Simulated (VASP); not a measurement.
Set up this calculation in VASP 6.6.1, as the native input.

| Property | Result |
| --- | --- |
| Task | single point |
| Functional | PBE |
| Potentials or basis | VASP PAW PBE potentials, release 64 (Zn, O) |
| Cutoff | 520 eV |
| k mesh | 6 × 6 × 2 |
| Occupations | gaussian, width 0.1 eV |
| Spin | no spin polarisation |
| Dipole correction | no |
| Further INCAR settings | ALGO = Normal; EDIFF = 1e-07; NBANDS = 46 |

The structure of ZnO lies in POSCAR:

```
ZnO
1.0
    3.2791777898     -0.0000451127     -0.0006599936
   -1.6396284664      2.8414201955      0.0001982145
   -0.0021381644     -0.0004893820     10.5847026186
Zn O
4 4
Direct
    0.3333940310      0.6667441180      0.0007383338
    0.3334144288      0.6667264061      0.5007340287
    0.6666887656      0.3332902071      0.2507355060
    0.6666601195      0.3332824505      0.7507356158
    0.3333736089      0.6667881231      0.1903152991
    0.3333678810      0.6667875610      0.6903125053
    0.6665539821      0.3331927902      0.4403127115
    0.6665471831      0.3331883440      0.9403159799
```

These files were run (other wordings do the same):

INCAR

```
SYSTEM = ZnO
PREC = Accurate
ENCUT = 520
EDIFF = 1E-7
ISMEAR = 0
SIGMA = 0.1
LREAL = .False.
LASPH = .True.
NELM = 60
ALGO = Normal
ISIF = 2
LWAVE = .False.
LCHARG = .True.
GGA = PE
LELF = .True.
LVHAR = .True.
NBANDS = 46
```

KPOINTS

```
Automatic mesh
0
Gamma
  6 6 2
  0 0 0
```

Potentials or basis: VASP PAW PBE potentials, release 64 (Zn, O).

The run is started by

```bash
$ cat potpaw_PBE.64/Zn/POTCAR potpaw_PBE.64/O/POTCAR > POTCAR
$ mpirun -np 1 vasp_std > vasp.out
```

Results of the run:

```
Pressure               : 0.9 GPa
Band gap on the k mesh : 0.73 eV
```

It took 4.7 min on 1 thread of Intel Xeon 8259CL, on a shared host, peak memory 0.29 GiB.
